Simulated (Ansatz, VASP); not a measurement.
**GaN in VASP and in Ansatz**

```xyz
2
Lattice="0.0000 1.9925 1.9925 1.9925 0.0000 1.9925 1.9925 1.9925 0.0000" Properties=species:S:1:pos:R:3 pbc="T T T"
Ga    1.9925    1.9925    1.9925
N     0.0000    0.0000    0.0000
```

Alike in both runs: task single point; functional RPBE; dispersion D4; k mesh 10 × 10 × 10; occupations gaussian, width 0.05 eV; no spin polarisation.

|  | VASP | Ansatz |
| --- | --- | --- |
| version | VASP 6.6.1 | Ansatz 0.2.0 |
| potentials or method | VASP PAW PBE potentials, release 64 (Ga_d, N), cutoff 520 eV | scalar-relativistic, plane waves, PAW |
| valence electrons in the cell | 18 | 18 |

Ansatz gave:

```
gap on the k mesh at the Fermi level (eV) : 1.93
least direct gap on the mesh (eV)         : 5.19
```

Estimate VASP's values.

gap on the k mesh at the Fermi level (eV): 1.92; least direct gap on the mesh (eV): 5.22.

VASP's potentials were made for PBE, not for RPBE.
